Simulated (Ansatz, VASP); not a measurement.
## Ag in VASP and in Ansatz

The input POSCAR:

```
Ag
1.0
   -1.5728713000      1.5728713000      1.6556540000
    1.5728713000     -1.5728713000      1.6556540000
    1.5728713000      1.5728713000     -1.6556540000
Ag
1
Direct
    0.0000000000      0.0000000000      0.0000000000
```

File INCAR.step1:

```
PREC     = Accurate       # precision mode
ENCUT    = 520            # plane-wave cutoff, eV
ISMEAR   = 0              # smearing method
SIGMA    = 0.15           # smearing width, eV
LREAL    = False          # projectors in reciprocal space
LASPH    = True           # aspherical terms in the spheres
NELM     = 100            # most SCF steps
NBANDS   = 12             # bands
GGA      = PE             # functional
ALGO     = Normal         # electronic algorithm
EDIFF    = 1E-4           # SCF threshold, eV
LWAVE    = True           # write WAVECAR
LCHARG   = False          # write CHGCAR
```

Contents of INCAR.step2:

```
PREC     = Accurate       # precision mode
ENCUT    = 520            # plane-wave cutoff, eV
EDIFF    = 1E-7           # SCF threshold, eV
ISMEAR   = 0              # smearing method
SIGMA    = 0.15           # smearing width, eV
LREAL    = False          # projectors in reciprocal space
LASPH    = True           # aspherical terms in the spheres
NELM     = 100            # most SCF steps
ALGO     = Normal         # electronic algorithm
ISIF     = 2              # what is computed and relaxed
LWAVE    = False          # write WAVECAR
LCHARG   = False          # write CHGCAR
METAGGA  = R2SCAN         # meta-GGA
LMIXTAU  = True         
NBANDS   = 12             # bands
ISTART   = 1
```

The input KPOINTS:

```
regular mesh
0
Gamma
  20 20 20
```

Input for Ansatz:

```yaml
crystal:
  lattice:
    - [-1.5728713, 1.5728713, 1.655654]
    - [1.5728713, -1.5728713, 1.655654]
    - [1.5728713, 1.5728713, -1.655654]
  atoms:
    - { symbol: Ag, position: [0.0, 0.0, 0.0] }
basis:
  ecutwfc: 500
kpoints:
  mp_grid: { grid: [20, 20, 20] }
hamiltonian:
  xc: r2scan
scf:
  occupations: { method: gaussian, width: 0.15 }
output:
  forces: true
  stress: true
  eigenvalues: true
```

Change from the starting cell: strain -0.050 along x and y, +0.000 along z, atoms carried along.

Alike in both runs: task single point; functional r2SCAN; k mesh 20 × 20 × 20; occupations gaussian, width 0.15 eV; no spin polarisation.

|  | VASP | Ansatz |
| --- | --- | --- |
| version | VASP 6.6.1 | Ansatz 0.2.0 |
| potentials or method | VASP PAW PBE potentials, release 64 (Ag), cutoff 520 eV | scalar-relativistic, plane waves, PAW |
| valence electrons in the cell | 11 | 19 |

Ansatz gave:

* gap on the k mesh at the Fermi level (eV): none
* pressure (GPa): 7.3
* traceless stress, the component that is largest in VASP (GPa): 0.70

Q: Which values does VASP return?

A: gap on the k mesh at the Fermi level (eV): none; pressure (GPa): 7.6; traceless stress, the component that is largest in VASP (GPa): 0.71.

VASP's potentials were made for PBE, not for r2SCAN. A gap of «none» marks a metal or a gap that the smearing closes. VASP's potentials hold 11 valence electrons a cell and Ansatz's 19, so a difference there can come from the potentials and not from the codes.
